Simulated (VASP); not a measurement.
# AlZn8Ga15O32 (P1) in VASP: single point with HSE06

Aim: the single point of AlZn8Ga15O32 with HSE06.

All numbers are computed with VASP 6.6.1; they aren't measurements. Logs are shortened: lines on timing, memory, paths and dates and some standing lists are left out, and cuts for length are marked.

## 1. The cell of the first run

The typed cell holds 56 atoms: a = 8.324 Å, b = 8.324 Å, c = 8.324 Å, α = 90.00°, β = 90.00°, γ = 90.00°.

## 2. Single point, HSE06

POSCAR reads:

```
AlZn8Ga15O32
1.0
    8.3242700000      0.0000000000      0.0000000000
    0.0000000000      8.3242700000      0.0000000000
    0.0000000000      0.0000000000      8.3242700000
Zn Ga O Al
8 15 32 1
Direct
    0.8757360000      0.3757760000      0.3741230000
    0.3734800000      0.8735840000      0.3741530000
    0.3737440000      0.3754080000      0.8758590000
    0.1236120000      0.1235640000      0.1266160000
    0.8756380000      0.8735390000      0.8764640000
    0.6258190000      0.6258090000      0.1266490000
    0.6255370000      0.1239810000      0.6247370000
    0.1236620000      0.6259420000      0.6245180000
    0.4995680000      0.9998730000      0.0003740000
    0.7498100000      0.2496970000      0.0006140000
    0.7508600000      0.9981540000      0.2494820000
    0.9987000000      0.5012880000      0.0016840000
    0.2483300000      0.7508170000      0.0019370000
    0.0005170000      0.9982050000      0.4987630000
    0.4995370000      0.4999080000      0.5002970000
    0.2495750000      0.2496120000      0.5003330000
    0.2480530000      0.5012050000      0.2513310000
    0.4995630000      0.2498760000      0.2503950000
    0.7512290000      0.7486230000      0.4989260000
    0.2494570000      0.9995490000      0.7502980000
    0.7495340000      0.4996840000      0.7503990000
    0.9995680000      0.2496130000      0.7502970000
    0.4997850000      0.7498290000      0.7504320000
    0.5114150000      0.0103110000      0.2392060000
    0.7391030000      0.2379870000      0.2391920000
    0.5107480000      0.2387900000      0.0118500000
    0.7383310000      0.0109680000      0.0112870000
    0.0091880000      0.5181550000      0.2408380000
    0.2312420000      0.7403350000      0.2409320000
    0.0092080000      0.7403680000      0.0188070000
    0.2373450000      0.5120830000      0.0125920000
    0.0107810000      0.0100480000      0.7385150000
    0.2380380000      0.2385770000      0.7392470000
    0.0106700000      0.2377800000      0.5108160000
    0.2387260000      0.0108980000      0.5116210000
    0.2600280000      0.2616290000      0.2616120000
    0.4876240000      0.4894030000      0.2615460000
    0.4885260000      0.2608480000      0.4889120000
    0.2607820000      0.4884650000      0.4895660000
    0.5106780000      0.5113330000      0.7393390000
    0.7391770000      0.7385070000      0.7385250000
    0.5115460000      0.7386030000      0.5107720000
    0.7383490000      0.5104990000      0.5115340000
    0.7680410000      0.7592630000      0.2598680000
    0.9900110000      0.9814060000      0.2598620000
    0.9901190000      0.7591210000      0.4819320000
    0.7617860000      0.9873570000      0.4881620000
    0.7610740000      0.2608020000      0.7615610000
    0.9883840000      0.4892840000      0.7622030000
    0.9885010000      0.2615540000      0.9899380000
    0.7605280000      0.4885240000      0.9892760000
    0.2601550000      0.7609130000      0.7622700000
    0.4885140000      0.9882140000      0.7615080000
    0.4878380000      0.7609730000      0.9901290000
    0.2608950000      0.9889680000      0.9891570000
    0.9996450000      0.7497640000      0.2503020000
```

INCAR.step1 reads:

```
SYSTEM = AlZn8Ga15O32
  PREC = Accurate
  ENCUT = 520
  EDIFF = 1E-5
  ISMEAR = -1
  SIGMA = 0.05
  LREAL = Auto
  LASPH = .True.
  NELM = 120
  ALGO = Normal
  ISIF = 2
  LWAVE = .True.
  LCHARG = .False.
  NBANDS = 277
  GGA = PE
  GGA_COMPAT = .False.
  NCORE = 4
```

INCAR.step2 reads:

```
SYSTEM = AlZn8Ga15O32
  PREC = Accurate
  ENCUT = 520
  EDIFF = 1E-6
  ISMEAR = -1
  SIGMA = 0.05
  LREAL = Auto
  LASPH = .True.
  NELM = 120
  ALGO = Normal
  ISIF = 2
  LWAVE = .False.
  LCHARG = .False.
  GGA = PE
  LHFCALC = .True.
  HFSCREEN = 0.2079
  PRECFOCK = Fast
  NBANDS = 277
  ISTART = 1
  GGA_COMPAT = .False.
  NCORE = 4
```

KPOINTS reads:

```
regular mesh
0
Gamma
  1 1 1
  0 0 0
```

Potentials or basis: VASP PAW PBE potentials, release 64 (Zn, Ga_d, O, Al).

Run with:

```sh
> cat potpaw_PBE.64/Zn/POTCAR potpaw_PBE.64/Ga_d/POTCAR potpaw_PBE.64/O/POTCAR potpaw_PBE.64/Al/POTCAR > POTCAR
> cp INCAR.step1 INCAR
> mpirun -np 4 vasp_gam > vasp.out
> cp INCAR.step2 INCAR
> mpirun -np 4 vasp_gam > vasp.out
```

OUTCAR:

```text
SYSTEM = AlZn8Ga15O32
   PREC = Accurate
   ENCUT = 520
   EDIFF = 1E-6
   ISMEAR = -1
   LREAL = Auto
   LASPH = .True.
   NELM = 120
   ISIF = 2
   GGA = PE
   LHFCALC = .True.
   HFSCREEN = 0.2079
   PRECFOCK = Fast
   ISTART = 1

 ion  position               nearest neighbor table
   1  0.876  0.376  0.374-  28 1.97  25 1.97  43 1.97  34 1.97
   2  0.373  0.874  0.374-  29 1.97  35 1.97  24 1.97  42 1.97
   3  0.374  0.375  0.876-  33 1.97  40 1.97  26 1.97  31 1.97
   4  0.124  0.124  0.127-  45 1.97  55 1.97  36 1.97  50 1.97
   5  0.876  0.874  0.876-  30 1.97  41 1.97  27 1.97  32 1.97
   6  0.626  0.626  0.127-  44 1.97  51 1.97  37 1.97  54 1.97
   7  0.626  0.124  0.625-  48 1.97  47 1.97  53 1.97  38 1.97
   8  0.124  0.626  0.625-  52 1.97  46 1.97  39 1.97  49 1.97
   9  0.500  1.000  0.000-  55 1.99  27 1.99  24 1.99  53 1.99  54 1.99  26 1.99
  10  0.750  0.250  0.001-  25 1.99  50 1.99  27 1.99  51 1.99  26 1.99  48 1.99
  11  0.751  0.998  0.249-  27 1.99  47 1.99  44 2.00  45 2.00  24 2.00  25 2.00  56 2.93
  12  0.999  0.501  0.002-  51 1.99  31 1.99  30 2.00  28 2.00  49 2.00  50 2.00  56 2.93
  13  0.248  0.751  0.002-  55 1.99  31 1.99  29 2.00  30 2.00  54 2.00  52 2.00  56 2.93
  14  0.001  0.998  0.499-  35 1.99  47 1.99  45 2.00  46 2.00  34 2.00  32 2.00  56 2.92
  15  0.500  0.500  0.500-  42 1.99  39 1.99  37 1.99  43 1.99  40 1.99  38 1.99
  16  0.250  0.250  0.500-  35 1.99  36 1.99  39 1.99  34 1.99  33 1.99  38 1.99
  17  0.248  0.501  0.251-  39 1.99  31 1.99  28 2.00  29 2.00  37 2.00  36 2.00  56 2.93
[... 36 lines left out ...]
  54  0.488  0.761  0.990-   6 1.97   9 1.99  13 2.00  23 2.00
  55  0.261  0.989  0.989-   4 1.97  13 1.99   9 1.99  20 1.99
  56  1.000  0.750  0.250-  30 1.93  29 1.93  44 1.93  28 1.93  46 1.93  45 1.93  14 2.92  17 2.93
                            19 2.93  13 2.93  12 2.93  11 2.93

  LATTYP: Found a simple cubic cell.
 ALAT       =     8.3242700000

  Lattice vectors:

 A1 = (   8.3242700000,   0.0000000000,   0.0000000000)
 A2 = (   0.0000000000,   8.3242700000,   0.0000000000)
 A3 = (   0.0000000000,   0.0000000000,   8.3242700000)

Analysis of symmetry for initial positions (statically):
=====================================================================
 Subroutine PRICEL returns:
 Original cell was already a primitive cell.

 Routine SETGRP: Setting up the symmetry group for a
 simple cubic supercell.

 Subroutine GETGRP returns: Found  1 space group operations
[... 213 lines left out ...]
   NUPDOWN=      -1.0000    fix difference up-down
   EMIN   =  10.00;   EMAX   =-10.00  energy-range for DOS
   EFERMI =   0.00;   METHOD = LEGACY
   ISMEAR =    -1;   SIGMA  =   0.05  broadening in eV -4-tet -1-fermi 0-gaus
   EFERMI_NEDOS =   21; number of points for ismear=-14 and -15
   IALGO  =     38    algorithm
   IMIX   =      1    mixing-type and parameters
     AMIX     =   0.40;   BMIX     =  1.00
     AMIX_MAG =   1.60;   BMIX_MAG =  1.00
  volume/ion in A,a.u.               =      10.30        69.51
  Fermi-wavevector in a.u.,A,eV,Ry     =   1.546230  2.921951 32.529179  2.390827
  Thomas-Fermi vector in A             =   2.651496
   LORBIT       =      0    0 simple, 1 ext, 2 COOP (PROOUT), +10 PAW based schemes
   GGA     = PE    functional components
   LHFCALC =     T    Hartree Fock is set to
   PRECFOCK=fast      Normal, Fast or Accurate (Low or Medium for compatibility)
   ENCUT4O =  -1.0   cutoff for four orbital integrals eV
   NKREDX  =     1    reduce k-point grid by
   NKREDY  =     1    reduce k-point grid by
   NKREDZ  =     1    reduce k-point grid by
   AEXX    =    0.2500 exact exchange contribution
   HFSCREEN=    0.2079 screening length (either q_TF or 0.3 A-1)
   HFSCREENC=   0.2079 screening length for correlation (either q_TF or 0.3 A-1)
   ENCUTFOCK=  -1.0 apply spherical cutoff to Coloumb kernel
   IVDW    =     0    specifies the selected vdW correction
   LEPSILON=     F    determine dielectric tensor
   LRPA    =     F    only Hartree local field effects (RPA)
 non-spin polarized calculation
  energy-cutoff  :      520.00
  volume of cell :      576.82
 maximum number of plane-waves:      7758
 NGX is ok and might be reduce to    64
  NGX = 32; NGY = 32; NGZ = 32

 number of electron     485.9999550 magnetization

 Free energy of the ion-electron system (eV)
  ---------------------------------------------------
  ext. energy  EPLUGINS =         0.00000000
  ---------------------------------------------------
  free energy    TOTEN  =      -398.30042231 eV

  energy without entropy =     -398.30042231  energy(sigma->0) =     -398.30042231

 E-fermi :   3.1776     XC(G=0):  -9.5469

 val. band max:        1.7940851742   @ k =   0.0000   0.0000   0.0000
 cond. band min:       6.4547519871   @ k =   0.0000   0.0000   0.0000
 fundamental gap:      4.6606668129
 Fermi energy:         3.1776083851

 k-point     1 :       0.0000    0.0000    0.0000
  band No.  band energies     occupation
      1     -18.3080      2.00000
      2     -17.5412      2.00000
      3     -17.5335      2.00000
      4     -17.5311      2.00000
      5     -17.5205      2.00000
      6     -17.5114      2.00000
[... 247 lines left out ...]
    254      10.6466      0.00000
    255      11.4121      0.00000
 [bands above 255 left out]

------------------------ aborting loop because EDIFF is reached ----------------------------------------

  FORCE on cell =-STRESS in cart. coord.  units (eV):
  Direction    XX          YY          ZZ          XY          YZ          ZX
  --------------------------------------------------------------------------------------
  -------------------------------------------------------------------------------------
  Total       -0.0658628     -0.1096815     -0.1099386      0.7796209     -0.6470347      0.6932028
  in kB       -0.1829416     -0.3046531     -0.3053671      2.1654870     -1.7972135      1.9254509
  external PRESSURE =      -0.2643206 kB  Pullay stress =       0.0000000 kB

 VOLUME and BASIS-vectors are now :
 -----------------------------------------------------------------------------
  energy-cutoff  :      520.00
  volume of cell :      576.82
      direct lattice vectors                 reciprocal lattice vectors
     8.324270000  0.000000000  0.000000000     0.120130654  0.000000000  0.000000000
     0.000000000  8.324270000  0.000000000     0.000000000  0.120130654  0.000000000
     0.000000000  0.000000000  8.324270000     0.000000000  0.000000000  0.120130654

 POSITION                                       TOTAL-FORCE (eV/Angst)
 -----------------------------------------------------------------------------------
      7.28986      3.12806      3.11430        -0.002339      0.022517      0.014116
      3.10895      7.27195      3.11455        -0.004926      0.012569      0.017836
      3.11115      3.12500      7.29089         0.002042      0.011096      0.023681
      1.02898      1.02858      1.05399        -0.002672     -0.007501     -0.016550
      7.28905      7.27157      7.29592        -0.002990      0.013903      0.023760
      5.20949      5.20940      1.05426         0.007863     -0.006317     -0.016778
[... 48 lines left out ...]
      2.17176      8.23244      8.23401         0.169576     -0.177370     -0.175512
      8.32131      6.24124      2.08358        -0.000355     -0.000502      0.002460
 -----------------------------------------------------------------------------------
    total drift:                               -0.007912     -0.011143      0.006365

  FREE ENERGIE OF THE ION-ELECTRON SYSTEM (eV)
  ---------------------------------------------------
  free  energy   TOTEN  =      -398.3004223080 eV

  energy  without entropy=     -398.3004223079  energy(sigma->0) =     -398.30042231
```

It took 17 min on 4 MPI ranks of Intel Xeon Platinum 8259CL at 2.50GHz (Skylake/Cascade Lake), shared host; peak memory 0.37 GiB.

Results:

- Free energy: -398.3004 eV
- Pressure: 0.0 GPa
- Largest force: 0.308 eV/Å
- Band gap on the k mesh: 4.66 eV

Forces on the atoms (eV/Å):
```
Zn  -0.002  0.023  0.014
Zn  -0.005  0.013  0.018
Zn   0.002  0.011  0.024
Zn  -0.003 -0.008 -0.017
Zn  -0.003  0.014  0.024
Zn   0.008 -0.006 -0.017
Zn  -0.013 -0.003 -0.013
Zn  -0.003 -0.017 -0.033
Ga   0.005  0.001  0.001
Ga  -0.007  0.007 -0.013
Ga   0.016  0.001 -0.012
Ga  -0.005  0.005  0.020
Ga  -0.016 -0.003  0.011
Ga   0.009 -0.008  0.003
Ga  -0.002 -0.010  0.006
Ga   0.004  0.012  0.004
Ga  -0.009  0.011  0.009
Ga   0.005 -0.003 -0.004
Ga  -0.001 -0.005 -0.011
Ga   0.011  0.009  0.008
Ga   0.005 -0.004  0.003
Ga  -0.004  0.008  0.011
Ga  -0.009 -0.002  0.002
O    0.173  0.153 -0.169
O   -0.154 -0.189 -0.163
O    0.164 -0.172  0.174
O   -0.165  0.168  0.168
O    0.146  0.194 -0.155
O   -0.202 -0.163 -0.162
O    0.153 -0.160  0.190
O   -0.168  0.165  0.169
O    0.166  0.158 -0.182
O   -0.174 -0.175 -0.174
O    0.175 -0.175  0.152
O   -0.172  0.169  0.164
O    0.154  0.172  0.169
O   -0.174 -0.158  0.172
O   -0.169  0.170 -0.169
O    0.172 -0.170 -0.171
O    0.174  0.173 -0.178
O   -0.152 -0.172 -0.175
O    0.172 -0.171  0.159
O   -0.171  0.175  0.178
O    0.197  0.151  0.159
O   -0.155 -0.202  0.159
O   -0.149  0.160 -0.190
O    0.178 -0.170 -0.174
O    0.180  0.174  0.172
O   -0.170 -0.156  0.174
O   -0.169  0.176 -0.155
O    0.176 -0.174 -0.184
O    0.159  0.173  0.182
O   -0.169 -0.167  0.165
O   -0.178  0.173 -0.167
O    0.170 -0.177 -0.176
Al   0.000 -0.001  0.002
```

Stress tensor (GPa, compression positive):
```
-0.02  0.22  0.19
 0.22 -0.03 -0.18
 0.19 -0.18 -0.03
```

Caveat: the k points lie up to 0.75 Å⁻¹ apart; the PAW data sets were made with another functional, which shifts forces and pressure a little. A k mesh can miss the band edges.
